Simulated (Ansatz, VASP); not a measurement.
## ZnS in VASP and in Ansatz

File POSCAR:

```
ZnS
1.0
    0.0000000000      2.8128360000      2.4882780000
    2.8128360000      0.0000000000      2.4882780000
    2.8128360000      2.8128360000      0.0000000000
Zn S
1 1
Direct
    0.0000000000      0.0000000000      0.0000000000
    0.7500000000      0.7500000000      0.7500000000
```

The input INCAR.step1:

```
  PREC = Accurate
  ENCUT = 520
  ISMEAR = 0
  SIGMA = 0.05
  LREAL = F
  LASPH = T
  NELM = 100
  NBANDS = 16
  GGA = PE
  ALGO = Normal
  EDIFF = 1E-4
  LWAVE = T
  LCHARG = F
```

INCAR.step2

```
  PREC = Accurate
  ENCUT = 520
  EDIFF = 1E-6
  ISMEAR = 0
  SIGMA = 0.05
  LREAL = F
  LASPH = T
  NELM = 100
  ALGO = Normal
  ISIF = 2
  LWAVE = F
  LCHARG = T
  METAGGA = R2SCAN
  LMIXTAU = T
  LELF = T
  LVHAR = T
  NBANDS = 16
  ISTART = 1
```

KPOINTS

```
regular mesh
0
Gamma
  8 8 8
```

Input for Ansatz:

```yaml
crystal:
  lattice:
    - [0.0, 2.812836, 2.488278]
    - [2.812836, 0.0, 2.488278]
    - [2.812836, 2.812836, 0.0]
  atoms:
    - { symbol: Zn, position: [0.0, 0.0, 0.0] }
    - { symbol: S, position: [0.75, 0.75, 0.75] }
basis:
  ecutwfc: 500
kpoints:
  mp_grid: { grid: [8, 8, 8] }
hamiltonian:
  xc: r2scan
scf:
  occupations: { method: gaussian, width: 0.05 }
output:
  forces: true
  stress: true
  eigenvalues: true
```

Change from the starting cell: strain +0.040 along x and y, -0.080 along z, atoms carried along.

Alike in both runs: task single point; functional r2SCAN; k mesh 8 × 8 × 8; occupations gaussian, width 0.05 eV; no spin polarisation.

|  | VASP | Ansatz |
| --- | --- | --- |
| version | VASP 6.6.1 | Ansatz 0.2.0 |
| potentials or method | VASP PAW PBE potentials, release 64 (Zn, S), cutoff 520 eV | scalar-relativistic, plane waves, PAW |
| valence electrons in the cell | 18 | 18 |

|  | VASP | Ansatz | Ansatz less VASP |
| --- | --- | --- | --- |
| gap on the k mesh at the Fermi level (eV) | 2.42 | 2.41 | -0.011 |
| least direct gap on the mesh (eV) | 2.42 | 2.41 | -0.011 |
| pressure (GPa) | -0.8 | -0.9 | -0.07 |
| traceless stress, the component that is largest in VASP (GPa) | 2.80 | 2.80 | -0.002 |

VASP's potentials were made for PBE, not for r2SCAN. With one functional, cell and mesh, what is left measures potentials, basis and numerics.
